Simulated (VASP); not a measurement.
Input of a VASP 6.6.1 run:

INCAR

```
  ALGO = Normal
  EDIFF = 1E-6
  ENCUT = 520
  GGA = CA
  ISIF = 2
  ISMEAR = -1
  LASPH = T
  LCHARG = F
  LREAL = F
  LWAVE = F
  NBANDS = 18
  NELM = 80
  PREC = Accurate
  SIGMA = 0.1
```

Contents of KPOINTS:

```
k-points
0
Gamma
  6 6 6
```

The input POSCAR:

```
Lu
1.0
    4.1200000000      0.0000000000      0.0000000000
    0.0000000000      4.1200000000      0.0000000000
    0.0000000000      0.0000000000      4.1200000000
Lu
1
Direct
    0.0000000000      0.0000000000      0.0000000000
```

Potentials or basis: VASP PAW PBE potentials, release 64 (Lu).

Launch:

```console
$ cat potpaw_PBE.64/Lu/POTCAR > POTCAR
$ mpirun -np 1 vasp_std > vasp.out
```

Q: Estimate the pressure.

A: -6.2 GPa.

Caveat: the PAW data sets were made with another functional, which shifts forces and pressure a little.
